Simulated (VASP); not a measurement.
# Y (P6_3/mmc) in VASP: a series of runs

The runs below take Y through electric field gradients, with LDA.

All numbers are computed with VASP 6.6.1; they aren't measurements. Logs are shortened: lines on timing, memory, paths and dates and some standing lists are left out, and cuts for length are marked.

## 1. The cell of the first run

It takes space group P6_3/mmc (No. 194, hexagonal). The conventional cell has a = 3.700 Å, b = 3.700 Å, c = 5.823 Å, α = 90.00°, β = 90.00°, γ = 120.00°. Within 4.7 Å of Y (site symmetry -6m2) lie 12 Y at 3.61 to 3.70 Å.

## 2. Electric field gradients, LDA (volume scaled by 1.04)

Contents of INCAR:

```
SYSTEM = Y
PREC = Accurate
ENCUT = 520
EDIFF = 1E-8
ISMEAR = -1
SIGMA = 0.08
LREAL = .FALSE.
LASPH = .TRUE.
NELM = 60
ALGO = Normal
ISIF = 2
LWAVE = .FALSE.
LCHARG = .FALSE.
GGA = CA
LEFG = .TRUE.
NBANDS = 18
```

Contents of KPOINTS:

```
regular mesh
0
G
  12 12 7
  0 0 0
```

Contents of POSCAR:

```
Y
1.0
    3.6995507901      0.0000000000      0.0000000000
   -1.8497753950      3.2039049668      0.0000000000
    0.0000000000      0.0000000000      5.8230323575
Y
2
Direct
    0.3333333333      0.6666666667      0.2500000000
    0.6666666667      0.3333333333      0.7500000000
```

Potentials or basis: VASP PAW LDA potentials, release 64 (Y_sv).

Launch:

```console
> cat potpaw_LDA.64/Y_sv/POTCAR > POTCAR
> mpirun -np 1 vasp_std > vasp.out
```

OUTCAR:

```text
SYSTEM = Y
   PREC = Accurate
   ENCUT = 520
   EDIFF = 1E-8
   ISMEAR = -1
   LREAL = .FALSE.
   LASPH = .TRUE.
   NELM = 60
   ISIF = 2
   GGA = CA

 ion  position               nearest neighbor table
   1  0.333  0.667  0.250-   2 3.61   2 3.61   2 3.61   2 3.61   2 3.61   2 3.61
   2  0.667  0.333  0.750-   1 3.61   1 3.61   1 3.61   1 3.61   1 3.61   1 3.61

  LATTYP: Found a hexagonal cell.
 ALAT       =     3.6995507901
 C/A-ratio  =     1.5739836234

  Lattice vectors:

 A1 = (   3.6995507901,   0.0000000000,   0.0000000000)
 A2 = (  -1.8497753950,   3.2039049668,   0.0000000000)
 A3 = (   0.0000000000,   0.0000000000,   5.8230323575)

Analysis of symmetry for initial positions (statically):
=====================================================================
 Subroutine PRICEL returns:
 Original cell was already a primitive cell.

 Routine SETGRP: Setting up the symmetry group for a
 hexagonal supercell.

 Subroutine GETGRP returns: Found 24 space group operations
 (whereof 12 operations were pure point group operations)
 out of a pool of 24 trial point group operations.

The static configuration has the point symmetry D_3d.
 The point group associated with its full space group is D_6h.

Analysis of symmetry for dynamics (positions and initial velocities):
=====================================================================
 Subroutine PRICEL returns:
 Original cell was already a primitive cell.

 Routine SETGRP: Setting up the symmetry group for a
 hexagonal supercell.

 Subroutine GETGRP returns: Found 24 space group operations
 (whereof 12 operations were pure point group operations)
 out of a pool of 24 trial point group operations.

The dynamic configuration has the point symmetry D_3d.
 The point group associated with its full space group is D_6h.

 Subroutine INISYM returns: Found 24 space group operations
 (whereof 12 operations are pure point group operations),
 and found     1 'primitive' translations

----------------------------------------------------------------------------------------

                                     Primitive cell

  volume of cell :      69.0205

[... 124 lines left out ...]
   NGX = 13   NGY = 13   NGZ = 21

 number of electron      22.0000000 magnetization

 Free energy of the ion-electron system (eV)
  ---------------------------------------------------
  ext. energy  EPLUGINS =         0.00000000
  ---------------------------------------------------
  free energy    TOTEN  =       -13.76487733 eV

  energy without entropy =      -13.67893588  energy(sigma->0) =      -13.72190660

 E-fermi :   2.5916     XC(G=0):  -9.4510

 val. band max:        2.5832119514   @ k =   0.4167   0.0833   0.4286
 cond. band min:       2.5918835044   @ k =   0.2500   0.2500   0.2857
 fundamental gap:      0.0086715530
 Fermi energy:         2.5916021498

 k-point     1 :       0.0000    0.0000    0.0000
  band No.  band energies     occupation
      1     -39.9886      2.00000
      2     -39.9286      2.00000
      3     -20.3357      2.00000
      4     -19.9265      2.00000
      5     -19.9265      2.00000
      6     -19.8495      2.00000
[... 481 lines left out ...]
      5     -20.0980      2.00000
      6     -19.9980      2.00000
[... 10 lines left out ...]
     17       6.2269      0.00000
     18       6.4224      0.00000

 [... further k-points ...]

------------------------ aborting loop because EDIFF is reached ----------------------------------------

  FORCE on cell =-STRESS in cart. coord.  units (eV):
  Direction    XX          YY          ZZ          XY          YZ          ZX
  --------------------------------------------------------------------------------------
  -------------------------------------------------------------------------------------
  Total       -2.1503118     -2.1503118     -2.4054921     -0.0000000      0.0000000     -0.0000000
  in kB      -49.9153577    -49.9153577    -55.8388798     -0.0000000      0.0000000     -0.0000000
  external PRESSURE =     -51.8898651 kB  Pullay stress =       0.0000000 kB

 VOLUME and BASIS-vectors are now :
 -----------------------------------------------------------------------------
  energy-cutoff  :      520.00
  volume of cell :       69.02
      direct lattice vectors                 reciprocal lattice vectors
     3.699550790  0.000000000  0.000000000     0.270303087  0.156059560  0.000000000
    -1.849775395  3.203904967  0.000000000     0.000000000  0.312119120  0.000000000
     0.000000000  0.000000000  5.823032357     0.000000000  0.000000000  0.171731830

 POSITION                                       TOTAL-FORCE (eV/Angst)
 -----------------------------------------------------------------------------------
     -0.00000      2.13594      1.45576        -0.000000      0.000000      0.000000
      1.84978      1.06797      4.36727         0.000000     -0.000000      0.000000
 -----------------------------------------------------------------------------------
    total drift:                               -0.000000      0.000000     -0.000000

  FREE ENERGIE OF THE ION-ELECTRON SYSTEM (eV)
  ---------------------------------------------------
  free  energy   TOTEN  =       -13.7648773305 eV

  energy  without entropy=      -13.6789358765  energy(sigma->0) =      -13.72190660

 Electric field gradients (V/A^2)
---------------------------------------------------------------------
 ion       V_xx      V_yy      V_zz      V_xy      V_xz      V_yz
---------------------------------------------------------------------
   1     -11.474   -11.474    22.949    -0.000     0.000    -0.000
   2     -11.474   -11.474    22.949    -0.000    -0.000     0.000
---------------------------------------------------------------------

 Electric field gradients after diagonalization (V/A^2)
 (convention: |V_zz| > |V_xx| > |V_yy|)
----------------------------------------------------------------------
 ion       V_xx      V_yy      V_zz     asymmetry (V_yy - V_xx)/ V_zz
----------------------------------------------------------------------
   1     -11.475   -11.474    22.949       0.000
   2     -11.475   -11.474    22.949       0.000
----------------------------------------------------------------------

           NMR quadrupolar parameters

 Cq : quadrupolar parameter    Cq=e*Q*V_zz/h
 eta: asymmetry parameters     (V_yy - V_xx)/ V_zz
 Q  : nuclear electric quadrupole moment in mb (millibarn)
----------------------------------------------------------------------
 ion       Cq(MHz)       eta       Q (mb)
----------------------------------------------------------------------
   1       0.055       0.000       1.000
   2       0.055       0.000       1.000
----------------------------------------------------------------------
```

stdout:

```text
POSCAR found type information on POSCAR Y
 POSCAR found :  1 types and       2 ions
 scaLAPACK will be used
 LDA part: xc-table for (Slater(with rela. corr.)+CA(PZ))
 , standard interpolation
 POSCAR, INCAR and KPOINTS ok, starting setup
 FFT: planning ... GRIDC
 FFT: planning ... GRID_SOFT
 FFT: planning ... GRID
 WAVECAR not read
 entering main loop
ion   1

ion   2
```

Wall time 63 s (1 thread of Intel Xeon Platinum 8559C (Emerald Rapids), shared host); peak memory 0.21 GiB.

What came out:

```
Free energy            : -13.7649 eV
Pressure               : -5.2 GPa
Band gap on the k mesh : zero (band 11 reaches 3.40 eV, above the bottom of band 12 at 2.18 eV)
```

Stress tensor (GPa, compression positive):
```
-4.99  0.00  0.00
 0.00 -4.99  0.00
 0.00  0.00 -5.58
```

Electric field gradients, principal values (V/Å²):
```
atom    least   middle  greatest (by size)
 1 Y  -11.474  -11.475              22.949
 2 Y  -11.474  -11.475              22.949
```

Caveat: without QUAD_EFG the Cq values of the log hold for a quadrupole moment of 1 mb, not for the nuclei.

## 3. Electric field gradients, LDA (volume scaled by 1.04)

Contents of INCAR:

```
SYSTEM = Y
PREC     = Accurate       ! precision mode
ENCUT    = 520            ! plane-wave cutoff, eV
EDIFF    = 1E-8           ! SCF threshold, eV
ISMEAR   = -1             ! smearing method
SIGMA    = 0.08           ! smearing width, eV
LREAL    = .False.        ! projectors in reciprocal space
LASPH    = .True.         ! aspherical terms in the spheres
NELM     = 100            ! most SCF steps
ALGO     = Normal         ! electronic algorithm
ISIF     = 2              ! what is computed and relaxed
LWAVE    = .False.        ! write WAVECAR
LCHARG   = .False.        ! write CHGCAR
LEFG     = .True.       
NBANDS   = 18             ! bands
```

Contents of KPOINTS:

```
Automatic mesh
0
Gamma
  12 12 7
  0 0 0
```

POSCAR is that of step 2.

Potentials or basis: VASP PAW LDA potentials, release 64 (Y_sv).

Launch:

```console
> cat potpaw_LDA.64/Y_sv/POTCAR > POTCAR
> mpirun -np 1 vasp_std > vasp.out
```

OUTCAR:

```text
SYSTEM = Y
   PREC = Accurate
   ENCUT = 520
   EDIFF = 1E-8
   ISMEAR = -1
   LREAL = .False.
   LASPH = .True.
   NELM = 100
   ISIF = 2

 ion  position               nearest neighbor table
   1  0.333  0.667  0.250-   2 3.61   2 3.61   2 3.61   2 3.61   2 3.61   2 3.61
   2  0.667  0.333  0.750-   1 3.61   1 3.61   1 3.61   1 3.61   1 3.61   1 3.61

  LATTYP: Found a hexagonal cell.
 ALAT       =     3.6995507901
 C/A-ratio  =     1.5739836234

  Lattice vectors:

 A1 = (   3.6995507901,   0.0000000000,   0.0000000000)
 A2 = (  -1.8497753950,   3.2039049668,   0.0000000000)
 A3 = (   0.0000000000,   0.0000000000,   5.8230323575)

Analysis of symmetry for initial positions (statically):
=====================================================================
 Subroutine PRICEL returns:
 Original cell was already a primitive cell.

 Routine SETGRP: Setting up the symmetry group for a
 hexagonal supercell.

 Subroutine GETGRP returns: Found 24 space group operations
 (whereof 12 operations were pure point group operations)
 out of a pool of 24 trial point group operations.

The static configuration has the point symmetry D_3d.
 The point group associated with its full space group is D_6h.

Analysis of symmetry for dynamics (positions and initial velocities):
=====================================================================
 Subroutine PRICEL returns:
 Original cell was already a primitive cell.

 Routine SETGRP: Setting up the symmetry group for a
 hexagonal supercell.

 Subroutine GETGRP returns: Found 24 space group operations
 (whereof 12 operations were pure point group operations)
 out of a pool of 24 trial point group operations.

The dynamic configuration has the point symmetry D_3d.
 The point group associated with its full space group is D_6h.

 Subroutine INISYM returns: Found 24 space group operations
 (whereof 12 operations are pure point group operations),
 and found     1 'primitive' translations

----------------------------------------------------------------------------------------

                                     Primitive cell

  volume of cell :      69.0205

  direct lattice vectors                    reciprocal lattice vectors
     3.699550790  0.000000000  0.000000000     0.270303087  0.156059560  0.000000000
    -1.849775395  3.203904967  0.000000000     0.000000000  0.312119120  0.000000000
     0.000000000  0.000000000  5.823032357     0.000000000  0.000000000  0.171731830

  length of vectors
     3.699550790  3.699550790  5.823032357     0.312119120  0.312119120  0.171731830

  position of ions in fractional coordinates (direct lattice)
     0.333333333  0.666666667  0.250000000
     0.666666667  0.333333333  0.750000000

  ion indices of the primitive-cell ions
   primitive index   ion index
                 1           1
                 2           2

----------------------------------------------------------------------------------------

 KPOINTS: Automatic mesh

Automatic generation of k-mesh.
 Grid dimensions read from file:
 generate k-points for:   12   12    7
[... 72 lines left out ...]
   POTIM  = 0.5000    time-step for ionic-motion
   TEBEG  =    0.0;   TEEND  =   0.0 temperature during run
   PSTRESS=    0.0 pullay stress
   NELECT =      22.0000    total number of electrons
   NUPDOWN=      -1.0000    fix difference up-down
   EMIN   =  10.00;   EMAX   =-10.00  energy-range for DOS
   EFERMI =   0.00;   METHOD = LEGACY
   ISMEAR =    -1;   SIGMA  =   0.08  broadening in eV -4-tet -1-fermi 0-gaus
   EFERMI_NEDOS =   21; number of points for ismear=-14 and -15
   IALGO  =     38    algorithm
   IMIX   =      4    mixing-type and parameters
     AMIX     =   0.40;   BMIX     =  1.00
     AMIX_MAG =   1.60;   BMIX_MAG =  1.00
  volume/ion in A,a.u.               =      34.51       232.89
  Fermi-wavevector in a.u.,A,eV,Ry     =   1.118295  2.113271 17.015230  1.250584
  Thomas-Fermi vector in A             =   2.254925
   LORBIT       =      0    0 simple, 1 ext, 2 COOP (PROOUT), +10 PAW based schemes
   GGA     = CA    functional components
   LHFCALC =     F    Hartree Fock is set to
   AEXX    =    0.0000 exact exchange contribution
   IVDW    =     0    specifies the selected vdW correction
   LEPSILON=     F    determine dielectric tensor
   LRPA    =     F    only Hartree local field effects (RPA)
 non-spin polarized calculation
  energy-cutoff  :      520.00
  volume of cell :       69.02
 maximum number of plane-waves:      1882
 NGX is ok and might be reduce to    28
   NGX = 13   NGY = 13   NGZ = 21

 number of electron      22.0000000 magnetization

 Free energy of the ion-electron system (eV)
  ---------------------------------------------------
  ext. energy  EPLUGINS =         0.00000000
  ---------------------------------------------------
  free energy    TOTEN  =       -13.76487733 eV

  energy without entropy =      -13.67893588  energy(sigma->0) =      -13.72190660

 E-fermi :   2.5916     XC(G=0):  -9.4510

 val. band max:        2.5832119514   @ k =   0.4167   0.0833   0.4286
 cond. band min:       2.5918835044   @ k =   0.2500   0.2500   0.2857
 fundamental gap:      0.0086715530
 Fermi energy:         2.5916021498

 k-point     1 :       0.0000    0.0000    0.0000
  band No.  band energies     occupation
      1     -39.9886      2.00000
      2     -39.9286      2.00000
      3     -20.3357      2.00000
      4     -19.9265      2.00000
      5     -19.9265      2.00000
      6     -19.8495      2.00000
[... 481 lines left out ...]
      5     -20.0980      2.00000
      6     -19.9980      2.00000
[... 10 lines left out ...]
     17       6.2269      0.00000
     18       6.4224      0.00000

 [... further k-points ...]

------------------------ aborting loop because EDIFF is reached ----------------------------------------

  FORCE on cell =-STRESS in cart. coord.  units (eV):
  Direction    XX          YY          ZZ          XY          YZ          ZX
  --------------------------------------------------------------------------------------
  -------------------------------------------------------------------------------------
  Total       -2.1503118     -2.1503118     -2.4054921     -0.0000000      0.0000000     -0.0000000
  in kB      -49.9153577    -49.9153577    -55.8388798     -0.0000000      0.0000000     -0.0000000
  external PRESSURE =     -51.8898651 kB  Pullay stress =       0.0000000 kB

 VOLUME and BASIS-vectors are now :
 -----------------------------------------------------------------------------
  energy-cutoff  :      520.00
  volume of cell :       69.02
      direct lattice vectors                 reciprocal lattice vectors
     3.699550790  0.000000000  0.000000000     0.270303087  0.156059560  0.000000000
    -1.849775395  3.203904967  0.000000000     0.000000000  0.312119120  0.000000000
     0.000000000  0.000000000  5.823032357     0.000000000  0.000000000  0.171731830

 POSITION                                       TOTAL-FORCE (eV/Angst)
 -----------------------------------------------------------------------------------
     -0.00000      2.13594      1.45576        -0.000000      0.000000      0.000000
      1.84978      1.06797      4.36727         0.000000     -0.000000      0.000000
 -----------------------------------------------------------------------------------
    total drift:                               -0.000000      0.000000     -0.000000

  FREE ENERGIE OF THE ION-ELECTRON SYSTEM (eV)
  ---------------------------------------------------
  free  energy   TOTEN  =       -13.7648773305 eV

  energy  without entropy=      -13.6789358765  energy(sigma->0) =      -13.72190660

 Electric field gradients (V/A^2)
---------------------------------------------------------------------
 ion       V_xx      V_yy      V_zz      V_xy      V_xz      V_yz
---------------------------------------------------------------------
   1     -11.474   -11.474    22.949    -0.000     0.000    -0.000
   2     -11.474   -11.474    22.949    -0.000    -0.000     0.000
---------------------------------------------------------------------

 Electric field gradients after diagonalization (V/A^2)
 (convention: |V_zz| > |V_xx| > |V_yy|)
----------------------------------------------------------------------
 ion       V_xx      V_yy      V_zz     asymmetry (V_yy - V_xx)/ V_zz
----------------------------------------------------------------------
   1     -11.475   -11.474    22.949       0.000
   2     -11.475   -11.474    22.949       0.000
----------------------------------------------------------------------

           NMR quadrupolar parameters

 Cq : quadrupolar parameter    Cq=e*Q*V_zz/h
 eta: asymmetry parameters     (V_yy - V_xx)/ V_zz
 Q  : nuclear electric quadrupole moment in mb (millibarn)
----------------------------------------------------------------------
 ion       Cq(MHz)       eta       Q (mb)
----------------------------------------------------------------------
   1       0.055       0.000       1.000
   2       0.055       0.000       1.000
----------------------------------------------------------------------
```

It took 49 s on 1 thread of Intel Xeon Platinum 8559C (Emerald Rapids), shared host; peak memory 0.22 GiB.

What came out:

| Property | Result |
| --- | --- |
| Free energy | -13.7649 eV |
| Pressure | -5.2 GPa |
| Band gap on the k mesh | zero (band 11 reaches 3.40 eV, above the bottom of band 12 at 2.18 eV) |

Levels at points of the mesh, in eV from the Fermi level:
```
           k point  band 8  band 9  band 10  band 11  band 12  band 13  band 14  band 15
(0.00, 0.00, 0.00)  -22.41   -4.60    -1.82     0.81     1.65     1.65     1.90     2.20
(0.50, 0.00, 0.00)  -22.49   -1.66    -1.11    -0.75    -0.12     1.29     1.39     1.91
```

Electric field gradients, principal values (V/Å²):
```
atom    least   middle  greatest (by size)
 1 Y  -11.474  -11.475              22.949
 2 Y  -11.474  -11.475              22.949
```

Caveat: without QUAD_EFG the Cq values of the log hold for a quadrupole moment of 1 mb, not for the nuclei.

[end of part 1 of 2]
